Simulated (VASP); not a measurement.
# Ge2H4W (I4/mmm) in VASP: relaxation of cell and atoms with r2SCAN

Aim: the relaxation of cell and atoms of Ge2H4W with r2SCAN.

Everything below comes from runs of VASP 6.6.1. Logs are shortened: lines on timing, memory, paths and dates and some standing lists are left out, and cuts for length are marked.

## 1. The cell of the first run

Symmetry: I4/mmm, No. 139, tetragonal system. The conventional cell has a = 3.415 Å, b = 3.415 Å, c = 12.828 Å, α = 90.00°, β = 90.00°, γ = 90.00°. Ge (site symmetry 4mm) has 1 W at 2.54 Å and 8 Ge at 2.76 to 3.41 Å and 8 H at 3.16 Å within 3.5 Å. W (site symmetry 4/mmm) has 8 H at 1.88 Å and 2 Ge at 2.54 Å within 2.6 Å. Within 1.7 Å of H (site symmetry m2m) lie 3 H at 1.29 to 1.59 Å.

## 2. Relaxation of cell and atoms, r2SCAN

Input file POSCAR:

```
Ge2H4W
1.0
   -1.7074288354      1.7074288354      6.4137992206
    1.7074288354     -1.7074288354      6.4137992206
    1.7074288354      1.7074288354     -6.4137992206
Ge W H
2 1 4
Direct
    0.1979399373      0.1979399373      1.0000000000
    0.8020600627      0.8020600627      0.0000000000
    0.0000000000      0.0000000000      1.0000000000
    0.2332607532      0.5000000000      0.7332607532
    0.7667392468      0.5000000000      0.2667392468
    0.5000000000      0.7667392468      0.2667392468
    0.5000000000      0.2332607532      0.7332607532
```

Input file INCAR.step1:

```
SYSTEM = Ge2H4W
ALGO = Normal ; EDIFF = 1E-5
EDIFFG = -0.005 ; ENCUT = 550
GGA = PE ; GGA_COMPAT = .FALSE.
IBRION = 2 ; ISIF = 3
ISMEAR = 0 ; KPAR = 4
LASPH = .TRUE. ; LCHARG = .FALSE.
LREAL = .FALSE. ; LWAVE = .TRUE.
NELM = 120 ; NELMIN = 4
NSW = 100 ; PREC = Accurate
SIGMA = 0.1
```

Input file INCAR.step2:

```
SYSTEM = Ge2H4W
ALGO = Normal ; EDIFF = 1E-7
EDIFFG = -0.025 ; ENCUT = 550
GGA_COMPAT = .FALSE. ; IBRION = 2
ISIF = 3 ; ISMEAR = 0
ISTART = 1 ; KPAR = 4
LASPH = .TRUE. ; LCHARG = .FALSE.
LMIXTAU = .TRUE. ; LREAL = .FALSE.
LWAVE = .FALSE. ; METAGGA = R2SCAN
NELM = 120 ; NELMIN = 4
NSW = 90 ; PREC = Accurate
SIGMA = 0.1
```

Input file KPOINTS:

```
k-points
0
G
  12 12 12
  0 0 0
```

Potentials or basis: VASP PAW PBE potentials, release 64 (Ge_d, W_sv, H).

Command:

```sh
$ cat potpaw_PBE.64/Ge_d/POTCAR potpaw_PBE.64/W_sv/POTCAR potpaw_PBE.64/H/POTCAR > POTCAR
$ cp INCAR.step1 INCAR
$ mpirun -np 4 vasp_std > vasp.out
$ cp INCAR.step2 INCAR
$ mpirun -np 4 vasp_std > vasp.out
```

OUTCAR:

```text
SYSTEM = Ge2H4W
   EDIFF = 1E-7
   EDIFFG = -0.025
   ENCUT = 550
   IBRION = 2
   ISIF = 3
   ISMEAR = 0
   ISTART = 1
   LASPH = .TRUE.
   LREAL = .FALSE.
   METAGGA = R2SCAN
   NELM = 120
   NELMIN = 4
   NSW = 90
   PREC = Accurate

 ion  position               nearest neighbor table
   1  0.198  0.198  0.000-   3 2.54   2 2.76   2 2.76   2 2.76   2 2.76
   2  0.802  0.802  0.000-   3 2.54   1 2.76   1 2.76   1 2.76   1 2.76
   3  0.000  0.000  0.000-   4 1.88   7 1.88   5 1.88   6 1.88   4 1.88   5 1.88   7 1.88   6 1.88
                             1 2.54   2 2.54
   4  0.233  0.500  0.733-   3 1.88   3 1.88
   5  0.767  0.500  0.267-   3 1.88   3 1.88
   6  0.500  0.767  0.267-   3 1.88   3 1.88
   7  0.500  0.233  0.733-   3 1.88   3 1.88

  LATTYP: Found a body centered tetragonal cell.
 ALAT       =     3.4148576708
 C/A-ratio  =     3.7564079320

  Lattice vectors:

 A1 = (  -1.7074288354,   1.7074288354,   6.4137992206)
 A2 = (   1.7074288354,  -1.7074288354,   6.4137992206)
 A3 = (   1.7074288354,   1.7074288354,  -6.4137992206)

Analysis of symmetry for initial positions (statically):
=====================================================================
 Subroutine PRICEL returns:
 Original cell was already a primitive cell.

 Routine SETGRP: Setting up the symmetry group for a
 body centered tetragonal supercell.

 Subroutine GETGRP returns: Found 16 space group operations
 (whereof 16 operations were pure point group operations)
 out of a pool of 16 trial point group operations.

The static configuration has the point symmetry D_4h.

Analysis of symmetry for dynamics (positions and initial velocities):
=====================================================================
 Subroutine PRICEL returns:
 Original cell was already a primitive cell.

 Routine SETGRP: Setting up the symmetry group for a
 body centered tetragonal supercell.

 Subroutine GETGRP returns: Found 16 space group operations
 (whereof 16 operations were pure point group operations)
 out of a pool of 16 trial point group operations.

The dynamic configuration has the point symmetry D_4h.

 Subroutine INISYM returns: Found 16 space group operations
 (whereof 16 operations are pure point group operations),
 and found     1 'primitive' translations

----------------------------------------------------------------------------------------

                                     Primitive cell

  volume of cell :      74.7929

  direct lattice vectors                    reciprocal lattice vectors
    -1.707428835  1.707428835  6.413799221     0.000000000  0.292837973  0.077956915
     1.707428835 -1.707428835  6.413799221     0.292837973  0.000000000  0.077956915
     1.707428835  1.707428835 -6.413799221     0.292837973  0.292837973  0.000000000

  length of vectors
     6.853280010  6.853280010  6.853280010     0.303036894  0.303036894  0.414135434

  position of ions in fractional coordinates (direct lattice)
     0.197939937  0.197939937  0.000000000
     0.802060063  0.802060063  0.000000000
     0.000000000  0.000000000  0.000000000
     0.233260753  0.500000000  0.733260753
     0.766739247  0.500000000  0.266739247
     0.500000000  0.766739247  0.266739247
     0.500000000  0.233260753  0.733260753

  ion indices of the primitive-cell ions
   primitive index   ion index
                 1           1
[... 80 lines left out ...]
   EDIFFG = -.3E-01   stopping-criterion for IOM
   NSW    =     90    number of steps for IOM
   IBRION =      2    ionic relax: 0-MD 1-quasi-New 2-CG
   NFREE  =      1    steps in history (QN), initial steepest desc. (CG)
   ISIF   =      3    stress and relaxation
   ISYM   =      2    0-nonsym 1-usesym 2-fastsym
   POTIM  = 0.5000    time-step for ionic-motion
   TEBEG  =    0.0;   TEEND  =   0.0 temperature during run
   PSTRESS=    0.0 pullay stress
   NELECT =      46.0000    total number of electrons
   NUPDOWN=      -1.0000    fix difference up-down
   EMIN   =  10.00;   EMAX   =-10.00  energy-range for DOS
   EFERMI =   0.00;   METHOD = LEGACY
   ISMEAR =     0;   SIGMA  =   0.10  broadening in eV -4-tet -1-fermi 0-gaus
   EFERMI_NEDOS =   21; number of points for ismear=-14 and -15
   IALGO  =     38    algorithm
   IMIX   =      4    mixing-type and parameters
     AMIX     =   0.40;   BMIX     =  1.00
     AMIX_MAG =   1.60;   BMIX_MAG =  1.00
  volume/ion in A,a.u.               =      10.68        72.10
  Fermi-wavevector in a.u.,A,eV,Ry     =   1.392218  2.630911 26.371778  1.938271
  Thomas-Fermi vector in A             =   2.515982
   LORBIT       =      0    0 simple, 1 ext, 2 COOP (PROOUT), +10 PAW based schemes
   METAGGA = R2SCAN    functional components
   LHFCALC =     F    Hartree Fock is set to
   AEXX    =    0.0000 exact exchange contribution
   IVDW    =     0    specifies the selected vdW correction
   LEPSILON=     F    determine dielectric tensor
   LRPA    =     F    only Hartree local field effects (RPA)
 conjugate gradient relaxation of ions
 non-spin polarized calculation
 Gauss-broadening in eV      SIGMA  =   0.10
  energy-cutoff  :      550.00
  volume of cell :       74.79
 maximum number of plane-waves:      2224
 NGX is ok and might be reduce to    54
   NGX = 27   NGY = 27   NGZ = 27

--------------------------------------- Ionic step        1  -------------------------------------------

 number of electron      45.9999999 magnetization

 Free energy of the ion-electron system (eV)
  ---------------------------------------------------
  ext. energy  EPLUGINS =         0.00000000
  ---------------------------------------------------
  free energy    TOTEN  =       -88.60465304 eV

  energy without entropy =      -88.59013881  energy(sigma->0) =      -88.59739593

------------------------ aborting loop because EDIFF is reached ----------------------------------------

  FORCE on cell =-STRESS in cart. coord.  units (eV):
  Direction    XX          YY          ZZ          XY          YZ          ZX
  --------------------------------------------------------------------------------------
  -------------------------------------------------------------------------------------
  Total       -0.0682642     -0.0682642      0.2538975      0.0000000      0.0000000      0.0000000
  in kB       -1.4623222     -1.4623222      5.4388668      0.0000000      0.0000000      0.0000000
  external PRESSURE =       0.8380742 kB  Pullay stress =       0.0000000 kB

 VOLUME and BASIS-vectors are now :
 -----------------------------------------------------------------------------
  energy-cutoff  :      550.00
  volume of cell :       74.79
      direct lattice vectors                 reciprocal lattice vectors
    -1.707428835  1.707428835  6.413799221     0.000000000  0.292837973  0.077956915
     1.707428835 -1.707428835  6.413799221     0.292837973  0.000000000  0.077956915
     1.707428835  1.707428835 -6.413799221     0.292837973  0.292837973  0.000000000

 POSITION                                       TOTAL-FORCE (eV/Angst)
 -----------------------------------------------------------------------------------
      0.00000      0.00000      2.53909        -0.000000     -0.000000      0.078244
      0.00000      0.00000     10.28850         0.000000      0.000000     -0.078244
      0.00000      0.00000      0.00000         0.000000      0.000000     -0.000000
      1.70743      0.79655      0.00000        -0.000000     -0.016308     -0.000000
     -0.00000      0.91088      6.41380         0.000000      0.016308     -0.000000
      0.91088     -0.00000      6.41380         0.016308      0.000000     -0.000000
      0.79655      1.70743      0.00000        -0.016308     -0.000000     -0.000000
 -----------------------------------------------------------------------------------
    total drift:                                0.000000      0.000000     -0.000000

  FREE ENERGIE OF THE ION-ELECTRON SYSTEM (eV)
  ---------------------------------------------------
  free  energy   TOTEN  =       -88.6046530425 eV

  energy  without entropy=      -88.5901388079  energy(sigma->0) =      -88.59739593

--------------------------------------- Ionic step        2  -------------------------------------------

 number of electron      45.9999995 magnetization

 Free energy of the ion-electron system (eV)
  ---------------------------------------------------
  ext. energy  EPLUGINS =         0.00000000
  ---------------------------------------------------
  free energy    TOTEN  =       -88.60524990 eV

  energy without entropy =      -88.59087382  energy(sigma->0) =      -88.59806186

 E-fermi :   5.2597     XC(G=0): -11.7827

 val. band max:        5.2576815577   @ k =  -0.1667  -0.4167   0.0833
 cond. band min:       5.2634432188   @ k =  -0.2500  -0.4167   0.2500
 fundamental gap:      0.0057616611
 Fermi energy:         5.2597025388

 k-point     1 :       0.0000    0.0000    0.0000
  band No.  band energies     occupation
      1     -70.7603      2.00000
      2     -34.5268      2.00000
      3     -34.5268      2.00000
      4     -34.0525      2.00000
      5     -19.7587      2.00000
      6     -19.7586      2.00000
[... 709 lines left out ...]
     26       7.6384      0.00000
     27       8.9436      0.00000

 [... further k-points ...]
[... 5 lines left out ...]
  --------------------------------------------------------------------------------------
  -------------------------------------------------------------------------------------
  Total       -0.0098344     -0.0098344     -0.0592861      0.0000000      0.0000000      0.0000000
  in kB       -0.2104986     -0.2104986     -1.2689730      0.0000000      0.0000000      0.0000000
  external PRESSURE =      -0.5633234 kB  Pullay stress =       0.0000000 kB

 VOLUME and BASIS-vectors are now :
 -----------------------------------------------------------------------------
  energy-cutoff  :      550.00
  volume of cell :       74.85
      direct lattice vectors                 reciprocal lattice vectors
    -1.706625552  1.706625552  6.425022168     0.000000000  0.292975808  0.077820743
     1.706625552 -1.706625552  6.425022168     0.292975808  0.000000000  0.077820743
     1.706625552  1.706625552 -6.425022168     0.292975808  0.292975808  0.000000000

 POSITION                                       TOTAL-FORCE (eV/Angst)
 -----------------------------------------------------------------------------------
      1.70663      1.70663     -3.87770        -0.000000      0.000000      0.014347
      0.00000      0.00000     10.30273        -0.000000      0.000000     -0.014347
      0.00000      0.00000     12.85004        -0.000000      0.000000      0.000000
      1.70663      0.79539      0.00000        -0.000000     -0.007511      0.000000
     -0.00000      0.91123      6.42502        -0.000000      0.007511      0.000000
      0.91123     -0.00000      6.42502         0.007511      0.000000      0.000000
      0.79539      1.70663      0.00000        -0.007511      0.000000      0.000000
 -----------------------------------------------------------------------------------
    total drift:                                0.000000     -0.000000      0.000000

  FREE ENERGIE OF THE ION-ELECTRON SYSTEM (eV)
  ---------------------------------------------------
  free  energy   TOTEN  =       -88.6052499001 eV

  energy  without entropy=      -88.5908738233  energy(sigma->0) =      -88.59806186

 reached required accuracy - stopping structural energy minimisation
```

Wall time 31 min (4 MPI ranks of Intel Xeon 6975P-C (Granite Rapids), shared host); peak memory 0.74 GiB.

What came out:

```
Free energy                           : -88.6052 eV
Relaxed volume                        : 10.69 Å³/atom
Relaxed cell                          : a = 6.863 Å, b = 6.863 Å, c = 6.863 Å, α = 151.20°, β = 151.20°, γ = 41.18°
Space group after relaxing (to 0.1 Å) : I4/mmm (No. 139)
Energy gained by relaxing             : 0.1 meV/atom
Ionic steps                           : 2
Pressure after relaxing               : -0.1 GPa
Largest force after relaxing          : 0.014 eV/Å
Band gap on the k mesh                : zero (bands 23 and 24 overlap by 2.04 eV)
```

Forces on the atoms (eV/Å):
```
Ge   0.000  0.000  0.014
Ge   0.000  0.000 -0.014
W    0.000  0.000  0.000
H    0.000 -0.008  0.000
H    0.000  0.008  0.000
H    0.008  0.000  0.000
H   -0.008  0.000  0.000
```

Stress tensor (GPa, compression positive):
```
-0.02  0.00  0.00
 0.00 -0.02  0.00
 0.00  0.00 -0.13
```

Step by step:
| step | energy change (eV) | largest force (eV/Å) | pressure (GPa) | volume (Å³) |
| --- | --- | --- | --- | --- |
| 1 | 0.0000 | 0.0782 | 0.08 | 74.79 |
| 2 | -0.0006 | 0.0143 | -0.06 | 74.85 |

Final structure:
```
CELL_PARAMETERS angstrom
-1.70663 1.70663 6.42502
1.70663 -1.70663 6.42502
1.70663 1.70663 -6.42502
ATOMIC_POSITIONS crystal
Ge 0.19823 0.19823 0.00000
Ge 0.80177 0.80177 0.00000
W 0.00000 0.00000 0.00000
H 0.23303 0.50000 0.73303
H 0.76697 0.50000 0.26697
H 0.50000 0.76697 0.26697
H 0.50000 0.23303 0.73303
```

Caveat: the PAW data sets were made with another functional, which shifts forces and pressure a little; spin-orbit coupling is left out, which moves the levels of the heavy elements.
